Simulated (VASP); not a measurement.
A run of VASP 6.6.1:

The input INCAR:

```
SYSTEM = Ge
ALGO     = Normal         ! electronic algorithm
EDIFF    = 1E-6           ! SCF threshold, eV
ENCUT    = 520            ! plane-wave cutoff, eV
ISIF     = 2              ! what is computed and relaxed
ISMEAR   = 1              ! smearing method
LASPH    = .TRUE.         ! aspherical terms in the spheres
LCHARG   = .FALSE.        ! write CHGCAR
LREAL    = .FALSE.        ! projectors in reciprocal space
LWAVE    = .FALSE.        ! write WAVECAR
NBANDS   = 21             ! bands
NELM     = 100            ! most SCF steps
PREC     = Accurate       ! precision mode
SIGMA    = 0.1            ! smearing width, eV
```

File KPOINTS:

```
k-points
0
G
  7 7 7
  0 0 0
```

File POSCAR:

```
Ge
1.0
   -2.5744897200      2.5744897200      1.3974126400
    2.5744897200     -2.5744897200      1.3974126400
    2.5744897200      2.5744897200     -1.3974126400
Ge
2
Direct
    0.2500000000      0.7500000000      0.5000000000
    0.4961157351      0.5000000000     -0.0038842649
```

Potentials or basis: VASP PAW LDA potentials, release 64 (Ge_d).

The run is started by

```sh
$ cat potpaw_LDA.64/Ge_d/POTCAR > POTCAR
$ mpirun -np 1 vasp_std > vasp.out
```

Hardware: 1 thread of Intel Xeon 8259CL, on a shared host.

Task: How long does it take, and how much memory?

Result: Run time: 98 s on 1 thread of Intel Xeon 8259CL (shared host), peak memory 0.19 GiB. Counts: scf iterations 10, k points 100.
